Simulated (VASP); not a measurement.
Set up this calculation in VASP 6.6.1, as the native input.

```
Task                   : single point
Functional             : PBE
Potentials or basis    : VASP PAW PBE potentials, release 64 (Te, Mo_sv)
Cutoff                 : 500 eV
k mesh                 : 3 × 3 × 1
Occupations            : gaussian, width 0.1 eV
Spin                   : no spin polarisation
Dipole correction      : no
Further INCAR settings : ALGO = Normal; EDIFF = 1e-06; NBANDS = 20
```

The structure of Te2Mo lies in POSCAR:

```
Te2Mo
1.0
    3.5602328140      0.0000000000      0.0000000000
   -1.7801164070      3.0832520603      0.0000000000
    0.0000000000      0.0000000000     17.5240578200
Te Mo
2 1
Direct
    0.3333333333      0.6666666667      0.8978554500
    0.3333333333      0.6666666667      0.1021445500
    0.0000000000      0.0000000000      0.0000000000
```

One way to write it, as run:

INCAR

```
ALGO     = Normal         # electronic algorithm
EDIFF    = 1E-6           # SCF threshold, eV
ENCUT    = 500            # plane-wave cutoff, eV
GGA      = PE             # functional
GGA_COMPAT= F            
ISIF     = 2              # what is computed and relaxed
ISMEAR   = 0              # smearing method
LASPH    = T              # aspherical terms in the spheres
LCHARG   = F              # write CHGCAR
LREAL    = F              # projectors in reciprocal space
LWAVE    = F              # write WAVECAR
NBANDS   = 20             # bands
NELM     = 120            # most SCF steps
PREC     = Accurate       # precision mode
SIGMA    = 0.1            # smearing width, eV
```

KPOINTS

```
k-points
0
Gamma
  3 3 1
```

Potentials or basis: VASP PAW PBE potentials, release 64 (Te, Mo_sv).

The run is started by

```console
$ cat potpaw_PBE.64/Te/POTCAR potpaw_PBE.64/Mo_sv/POTCAR > POTCAR
$ mpirun -np 1 vasp_std > vasp.out
```

Results of the run:

* Largest force: 0.057 eV/Å
* Band gap on the k mesh: 1.00 eV, direct

Caveat: the k points lie up to 0.68 Å⁻¹ apart; spin-orbit coupling is left out, which moves the levels of the heavy elements.

It took 14 s on 1 thread of Intel(R) Xeon(R) 6975P-C (Granite Rapids) (shared host), peak memory 0.29 GiB.
